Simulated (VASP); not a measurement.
# LiAl5 (P4/mmm) in VASP: further runs

LiAl5 is run at these levels: PBE; tasks: single point.

Program: VASP 6.6.1. These are calculated values, not measurements. Logs are shortened: lines on timing, memory, paths and dates and some standing lists are left out, and cuts for length are marked.

## Step 1: The cell of the first run

Symmetry: P4/mmm, No. 123, tetragonal system. Conventional cell: a = 2.868 Å, b = 2.868 Å, c = 12.140 Å, α = 90.00°, β = 90.00°, γ = 90.00°. Li (site symmetry 4/mmm) has 4 Li at 2.87 Å and 8 Al at 2.91 Å within 3.8 Å. Al (site symmetry 4mm) has 8 Al at 2.84 to 2.87 Å and 4 Li at 2.91 Å within 3.7 Å. Within 3.7 Å of Al (site symmetry 4mm) lie 12 Al at 2.84 to 2.87 Å. Al (site symmetry 4/mmm) has 12 Al at 2.85 to 2.87 Å within 3.8 Å.

## Step 2: Single point, PBE

Input file INCAR:

```
PREC = Accurate ; ENCUT = 520
EDIFF = 1E-7 ; ISMEAR = 0
SIGMA = 0.2 ; LREAL = False
LASPH = True ; NELM = 100
ALGO = Fast ; ISIF = 2
LWAVE = False ; LCHARG = True
GGA = PE ; LELF = True
LVHAR = True ; NBANDS = 30
```

Input file KPOINTS:

```
Automatic mesh
0
Gamma
  8 4 2
```

Input file POSCAR:

```
LiAl5
1.0
    0.0000000000     -2.8675493729      0.0000000000
   -5.7350987458      0.0000000000      0.0000000000
    0.0000000000      0.0000000000    -12.1403758838
Li Al
2 10
Direct
    1.0000000000      0.5000000000      0.0000000000
    1.0000000000      0.0000000000      0.0000000000
    0.5000000000      0.7500000000      0.1716248895
    0.5000000000      0.2500000000      0.1716248895
    1.0000000000      1.0000000000      0.3353817810
    1.0000000000      0.5000000000      0.3353817810
    0.5000000000      0.7500000000      0.5000000000
    0.5000000000      0.2500000000      0.5000000000
    1.0000000000      1.0000000000      0.6646182190
    1.0000000000      0.5000000000      0.6646182190
    0.5000000000      0.7500000000      0.8283751105
    0.5000000000      0.2500000000      0.8283751105
```

Potentials or basis: VASP PAW PBE potentials, release 64 (Li_sv, Al).

The run is started by

```console
> cat potpaw_PBE.64/Li_sv/POTCAR potpaw_PBE.64/Al/POTCAR > POTCAR
> mpirun -np 1 vasp_std > vasp.out
```

OUTCAR:

```text
PREC = Accurate
   ENCUT = 520
   EDIFF = 1E-7
   ISMEAR = 0
   LREAL = False
   LASPH = True
   NELM = 100
   ISIF = 2
   GGA = PE

 ion  position               nearest neighbor table
   1  0.000  0.500  0.000-   3 2.91   4 2.91  11 2.91  12 2.91   3 2.91   4 2.91  11 2.91  12 2.91

   2  0.000  0.000  0.000-   3 2.91   4 2.91  11 2.91  12 2.91   3 2.91   4 2.91  11 2.91  12 2.91

   3  0.500  0.750  0.172-   5 2.84   6 2.84   5 2.84   6 2.84   4 2.87   4 2.87   1 2.91   2 2.91
                             1 2.91   2 2.91
   4  0.500  0.250  0.172-   5 2.84   6 2.84   5 2.84   6 2.84   3 2.87   3 2.87   1 2.91   2 2.91
                             1 2.91   2 2.91
   5  0.000  0.000  0.335-   3 2.84   4 2.84   3 2.84   4 2.84   7 2.85   8 2.85   7 2.85   8 2.85
                             6 2.87   6 2.87
   6  0.000  0.500  0.335-   3 2.84   4 2.84   3 2.84   4 2.84   7 2.85   8 2.85   7 2.85   8 2.85
                             5 2.87   5 2.87
   7  0.500  0.750  0.500-   5 2.85   6 2.85   9 2.85  10 2.85   5 2.85   6 2.85   9 2.85  10 2.85
                             8 2.87   8 2.87
   8  0.500  0.250  0.500-   5 2.85   6 2.85   9 2.85  10 2.85   5 2.85   6 2.85   9 2.85  10 2.85
                             7 2.87   7 2.87
   9  0.000  0.000  0.665-  11 2.84  12 2.84  11 2.84  12 2.84   7 2.85   8 2.85   7 2.85   8 2.85
                            10 2.87  10 2.87
  10  0.000  0.500  0.665-  11 2.84  12 2.84  11 2.84  12 2.84   7 2.85   8 2.85   7 2.85   8 2.85
                             9 2.87   9 2.87
  11  0.500  0.750  0.828-   9 2.84  10 2.84   9 2.84  10 2.84  12 2.87  12 2.87   1 2.91   2 2.91
                             1 2.91   2 2.91
  12  0.500  0.250  0.828-   9 2.84  10 2.84   9 2.84  10 2.84  11 2.87  11 2.87   1 2.91   2 2.91
                             1 2.91   2 2.91

  LATTYP: Found a simple orthorhombic cell.
 ALAT       =     2.8675493729
 B/A-ratio  =     2.0000000000
 C/A-ratio  =     4.2337111955

  Lattice vectors:

 A1 = (   0.0000000000,  -2.8675493729,   0.0000000000)
 A2 = (  -5.7350987458,   0.0000000000,   0.0000000000)
 A3 = (   0.0000000000,   0.0000000000, -12.1403758838)

Analysis of symmetry for initial positions (statically):
=====================================================================
 Subroutine PRICEL returns following result:

  LATTYP: Found a simple tetragonal cell.
 ALAT       =     2.8675493729
 C/A-ratio  =     4.2337111955

  Lattice vectors:

 A1 = (   0.0000000000,  -2.8675493729,   0.0000000000)
 A2 = (  -2.8675493729,   0.0000000000,   0.0000000000)
 A3 = (   0.0000000000,   0.0000000000, -12.1403758838)

   2 primitive cells build up your supercell.

 Routine SETGRP: Setting up the symmetry group for a
 simple orthorhombic supercell.

 Subroutine GETGRP returns: Found  8 space group operations
 (whereof  8 operations were pure point group operations)
 out of a pool of  8 trial point group operations.

The static configuration has the point symmetry D_2h.

Analysis of symmetry for dynamics (positions and initial velocities):
=====================================================================
 Subroutine PRICEL returns following result:

  LATTYP: Found a simple tetragonal cell.
 ALAT       =     2.8675493729
 C/A-ratio  =     4.2337111955

  Lattice vectors:

 A1 = (   0.0000000000,  -2.8675493729,   0.0000000000)
 A2 = (  -2.8675493729,   0.0000000000,   0.0000000000)
 A3 = (   0.0000000000,   0.0000000000, -12.1403758838)

   2 primitive cells build up your supercell.

 Routine SETGRP: Setting up the symmetry group for a
 simple orthorhombic supercell.

 Subroutine GETGRP returns: Found  8 space group operations
 (whereof  8 operations were pure point group operations)
 out of a pool of  8 trial point group operations.

The dynamic configuration has the point symmetry D_2h.

 Subroutine INISYM returns: Found  8 space group operations
 (whereof  8 operations are pure point group operations),
 and found     2 'primitive' translations

----------------------------------------------------------------------------------------

                                     Primitive cell

[... 33 lines left out ...]
 generate k-points for:    8    4    2

 Generating k-lattice:

  Cartesian coordinates                     Fractional coordinates (reciprocal lattice)
     0.000000000 -0.043591229  0.000000000     0.125000000  0.000000000  0.000000000
    -0.043591229  0.000000000  0.000000000     0.000000000  0.250000000  0.000000000
     0.000000000  0.000000000 -0.041184886     0.000000000  0.000000000  0.500000000

  Length of vectors
     0.043591229  0.043591229  0.041184886

  Shift w.r.t. Gamma in fractional coordinates (k-lattice)
     0.000000000  0.000000000  0.000000000

 Subroutine IBZKPT returns following result:
 ===========================================

 Found     30 irreducible k-points:

 Following reciprocal coordinates:
            Coordinates               Weight
  0.000000  0.000000  0.000000      1.000000
  0.125000  0.000000  0.000000      2.000000
  0.250000  0.000000  0.000000      2.000000
  0.375000  0.000000  0.000000      2.000000
  0.500000  0.000000  0.000000      1.000000
  0.000000  0.250000  0.000000      2.000000
[... 16 lines left out ...]
  0.250000  0.250000  0.500000      4.000000
  0.375000  0.250000  0.500000      4.000000
 [... further k-points ...]
   k-points           NKPTS =     30   k-points in BZ     NKDIM =     30   number of bands    NBANDS=     30
   number of dos      NEDOS =    301   number of ions     NIONS =     12
   total plane-waves  NPLWV = 103680
   dimension x,y,z NGX =    24 NGY =   48 NGZ =   90
   dimension x,y,z NGXF=    48 NGYF=   96 NGZF=  180
   ions per type =               2  10
   NGX,Y,Z   is equivalent  to a cutoff of  13.91, 13.91, 12.32 a.u.
   NGXF,Y,Z  is equivalent  to a cutoff of  27.83, 27.83, 24.65 a.u.
 SYSTEM =  unknown system
   PREC   = accura    normal or accurate (medium, high low for compatibility)
   ISTART =      0    job   : 0-new  1-cont  2-samecut
   ICHARG =      2    charge: 1-file 2-atom 10-const
   ISPIN  =      1    spin polarized calculation?
   LNONCOLLINEAR =      F non collinear calculations
   LSORBIT =      F    spin-orbit coupling
   LASPH  =      T    aspherical Exc in radial PAW
   ENCUT  =  520.0 eV  38.22 Ry    6.18 a.u.   5.33 10.66 22.57*2*pi/ulx,y,z
   NELM   =    100;   NELMIN=  2; NELMDL= -5     # of ELM steps
   EDIFF  = 0.1E-06   stopping-criterion for ELM
   LREAL  =      F    real-space projection
   EDIFFG = 0.1E-05   stopping-criterion for IOM
   NSW    =      0    number of steps for IOM
   IBRION =     -1    ionic relax: 0-MD 1-quasi-New 2-CG
   NFREE  =      0    steps in history (QN), initial steepest desc. (CG)
   ISIF   =      2    stress and relaxation
   ISYM   =      2    0-nonsym 1-usesym 2-fastsym
   POTIM  = 0.5000    time-step for ionic-motion
   TEBEG  =    0.0;   TEEND  =   0.0 temperature during run
   PSTRESS=    0.0 pullay stress
   NELECT =      36.0000    total number of electrons
   NUPDOWN=      -1.0000    fix difference up-down
   EMIN   =  10.00;   EMAX   =-10.00  energy-range for DOS
   EFERMI =   0.00;   METHOD = LEGACY
   ISMEAR =     0;   SIGMA  =   0.20  broadening in eV -4-tet -1-fermi 0-gaus
   EFERMI_NEDOS =   21; number of points for ismear=-14 and -15
   IALGO  =     68    algorithm
   IMIX   =      4    mixing-type and parameters
     AMIX     =   0.40;   BMIX     =  1.00
     AMIX_MAG =   1.60;   BMIX_MAG =  1.00
  volume/ion in A,a.u.               =      16.64       112.28
  Fermi-wavevector in a.u.,A,eV,Ry     =   0.924871  1.747752 11.638230  0.855386
  Thomas-Fermi vector in A             =   2.050664
   LORBIT       =      0    0 simple, 1 ext, 2 COOP (PROOUT), +10 PAW based schemes
   GGA     = PE    functional components
   LHFCALC =     F    Hartree Fock is set to
   AEXX    =    0.0000 exact exchange contribution
   IVDW    =     0    specifies the selected vdW correction
   LEPSILON=     F    determine dielectric tensor
   LRPA    =     F    only Hartree local field effects (RPA)
 non-spin polarized calculation
 RMM-DIIS sequential band-by-band and
 Gauss-broadening in eV      SIGMA  =   0.20
  energy-cutoff  :      520.00
  volume of cell :      199.66
 maximum number of plane-waves:      5420
 NGX is ok and might be reduce to    24
   NGX = 11   NGY = 21   NGZ = 45

 number of electron      35.9999979 magnetization

 Free energy of the ion-electron system (eV)
  ---------------------------------------------------
  ext. energy  EPLUGINS =         0.00000000
  ---------------------------------------------------
  free energy    TOTEN  =       -41.75524647 eV

  energy without entropy =      -41.63455513  energy(sigma->0) =      -41.69490080

 E-fermi :   6.8068     XC(G=0):  -9.7509

 val. band max:        6.8007955439   @ k =   0.3750   0.0000   0.0000
 cond. band min:       6.8224241526   @ k =   0.5000   0.0000   0.5000
 fundamental gap:      0.0216286087
 Fermi energy:         6.8068138388

 k-point     1 :       0.0000    0.0000    0.0000
  band No.  band energies     occupation
      1     -39.4453      2.00000
      2     -39.4320      2.00000
      3      -4.1096      2.00000
      4      -3.1932      2.00000
      5      -1.8810      2.00000
      6       0.2060      2.00000
[... 781 lines left out ...]
     29       9.9614      0.00000
     30      10.2764      0.00000

 [... further k-points ...]

------------------------ aborting loop because EDIFF is reached ----------------------------------------

  FORCE on cell =-STRESS in cart. coord.  units (eV):
  Direction    XX          YY          ZZ          XY          YZ          ZX
  --------------------------------------------------------------------------------------
  -------------------------------------------------------------------------------------
  Total        0.4172032      0.4171187     -1.3626704      0.0000000      0.0000000      0.0000000
  in kB        3.3479139      3.3472356    -10.9349668      0.0000000      0.0000000      0.0000000
  external PRESSURE =      -1.4132724 kB  Pullay stress =       0.0000000 kB

 VOLUME and BASIS-vectors are now :
 -----------------------------------------------------------------------------
  energy-cutoff  :      520.00
  volume of cell :      199.66
      direct lattice vectors                 reciprocal lattice vectors
     0.000000000 -2.867549373  0.000000000     0.000000000 -0.348729828  0.000000000
    -5.735098746  0.000000000  0.000000000    -0.174364914  0.000000000  0.000000000
     0.000000000  0.000000000-12.140375884     0.000000000  0.000000000 -0.082369773

 POSITION                                       TOTAL-FORCE (eV/Angst)
 -----------------------------------------------------------------------------------
     -2.86755      0.00000      0.00000         0.000000     -0.000000     -0.000000
      0.00000      0.00000      0.00000        -0.000000     -0.000000     -0.000000
     -4.30132     -1.43377     -2.08359        -0.000000      0.000000     -0.097353
     -1.43377     -1.43377     -2.08359        -0.000000      0.000000     -0.097353
      0.00000      0.00000     -4.07166        -0.000000     -0.000000      0.126066
     -2.86755      0.00000     -4.07166         0.000000     -0.000000      0.126066
     -4.30132     -1.43377     -6.07019        -0.000000     -0.000000     -0.000000
     -1.43377     -1.43377     -6.07019         0.000000     -0.000000     -0.000000
      0.00000      0.00000     -8.06871        -0.000000     -0.000000     -0.126066
     -2.86755      0.00000     -8.06871        -0.000000     -0.000000     -0.126066
     -4.30132     -1.43377    -10.05679        -0.000000     -0.000000      0.097353
     -1.43377     -1.43377    -10.05679        -0.000000     -0.000000      0.097353
 -----------------------------------------------------------------------------------
    total drift:                               -0.000000      0.000000      0.000000

  FREE ENERGIE OF THE ION-ELECTRON SYSTEM (eV)
  ---------------------------------------------------
  free  energy   TOTEN  =       -41.7552464742 eV

  energy  without entropy=      -41.6345551319  energy(sigma->0) =      -41.69490080
```

It took 6.1 min on 1 thread of AMD EPYC 7R43 (Zen 3), shared host; peak memory 0.33 GiB.

What came out:

| Item | Value |
| --- | --- |
| Free energy | -41.7552 eV |
| Largest force | 0.126 eV/Å |
| Band gap on the k mesh | zero (band 18 reaches 7.16 eV, above the bottom of band 19 at 5.93 eV) |

Forces in eV/Å, atoms in the order of the input:
```
Li   0.000  0.000  0.000
Li   0.000  0.000  0.000
Al   0.000  0.000 -0.097
Al   0.000  0.000 -0.097
Al   0.000  0.000  0.126
Al   0.000  0.000  0.126
Al   0.000  0.000  0.000
Al   0.000  0.000  0.000
Al   0.000  0.000 -0.126
Al   0.000  0.000 -0.126
Al   0.000  0.000  0.097
Al   0.000  0.000  0.097
```

Levels at points of the mesh, in eV from the Fermi level:
```csv
k point,band 15,band 16,band 17,band 18,band 19,band 20,band 21,band 22
"(0.00, 0.00, 0.00)",-2.19,-2.15,-1.77,-0.12,-0.07,1.91,2.17,3.47
"(0.50, 0.00, 0.00)",-1.77,-1.52,-1.41,-0.88,-0.88,-0.71,-0.38,-0.12
"(0.00, 0.50, 0.00)",-1.11,-1.11,-0.28,-0.28,0.57,0.57,1.26,1.26
"(0.50, 0.50, 0.00)",-1.27,-1.27,-1.14,-1.14,-0.71,-0.71,0.66,0.66
"(0.00, 0.00, 0.50)",-3.34,-2.32,0.02,0.02,0.30,1.52,1.58,2.53
"(0.50, 0.00, 0.50)",-1.49,-1.41,-0.84,-0.56,-0.56,-0.34,0.02,0.02
"(0.00, 0.50, 0.50)",-1.14,-1.14,-0.34,-0.34,1.11,1.11,2.33,2.33
"(0.50, 0.50, 0.50)",-2.27,-2.27,-1.35,-1.35,1.05,1.05,1.06,1.06
```

Caveat: the cutoff is under 1.25 times the usual one of these potentials, so pressure, stress and relaxed cells hold a basis-set (Pulay) error.

## Step 3: Single point, PBE (volume scaled by 0.88, then relaxed in part)

Input file INCAR:

```
PREC     = Accurate       # precision mode
ENCUT    = 520            # plane-wave cutoff, eV
EDIFF    = 1E-7           # SCF threshold, eV
ISMEAR   = 0              # smearing method
SIGMA    = 0.1            # smearing width, eV
LREAL    = False          # projectors in reciprocal space
LASPH    = True           # aspherical terms in the spheres
NELM     = 80             # most SCF steps
ALGO     = Normal         # electronic algorithm
ISIF     = 2              # what is computed and relaxed
LWAVE    = False          # write WAVECAR
LCHARG   = False          # write CHGCAR
GGA      = PE             # functional
NBANDS   = 18             # bands
```

Input file KPOINTS:

```
Automatic mesh
0
Gamma
  12 12 4
```

Input file POSCAR:

```
LiAl5
1.0
    2.7682025572      0.0000000000      0.0000000000
    0.0000000000      2.7682025572      0.0000000000
    0.0000000000      0.0000000000     11.4641242132
Li Al
1 5
Direct
    0.0000000000      0.0000000000      0.0000000000
    0.5000000000      0.5000000000      0.8377232476
    0.0000000000      0.0000000000      0.6690553752
    0.5000000000      0.5000000000      0.5000000000
    0.0000000000      0.0000000000      0.3309446248
    0.5000000000      0.5000000000      0.1622767524
```

Potentials or basis: VASP PAW PBE potentials, release 64 (Li_sv, Al).

The run is started by

```console
> cat potpaw_PBE.64/Li_sv/POTCAR potpaw_PBE.64/Al/POTCAR > POTCAR
> mpirun -np 1 vasp_std > vasp.out
```

It took 2.9 min on 1 thread of AMD EPYC 7R43 (Zen 3), shared host; peak memory 0.22 GiB.

The run converged. Its results:

```yaml
Free_energy: -20.5806 eV
Largest_force: 0.009 eV/Å
Band_gap_on_the_k_mesh: zero (band 9 reaches 13.49 eV, above the bottom of band 10 at 5.98 eV)
```

Forces on the atoms (eV/Å):
```
Li   0.000  0.000  0.000
Al   0.000  0.000 -0.009
Al   0.000  0.000  0.006
Al   0.000  0.000  0.000
Al   0.000  0.000 -0.006
Al   0.000  0.000  0.009
```

Levels at points of the mesh, in eV from the Fermi level:
```csv
k point,band 7,band 8,band 9,band 10,band 11,band 12
"(0.00, 0.00, 0.00)",-2.08,0.11,5.51,5.84,6.25,6.25
"(0.50, 0.00, 0.00)",-4.62,-2.28,-2.26,-2.00,-0.12,2.33
"(0.50, 0.50, 0.00)",-1.32,-1.09,-1.09,-0.67,-0.28,0.60
"(0.00, 0.00, 0.50)",-3.57,1.99,3.02,5.54,6.29,6.29
"(0.50, 0.00, 0.50)",-4.12,-3.77,-2.45,0.02,0.37,0.43
"(0.50, 0.50, 0.50)",-1.33,-0.82,-0.57,-0.57,-0.20,0.33
```

Caveat: the cutoff is under 1.25 times the usual one of these potentials, so pressure, stress and relaxed cells hold a basis-set (Pulay) error.
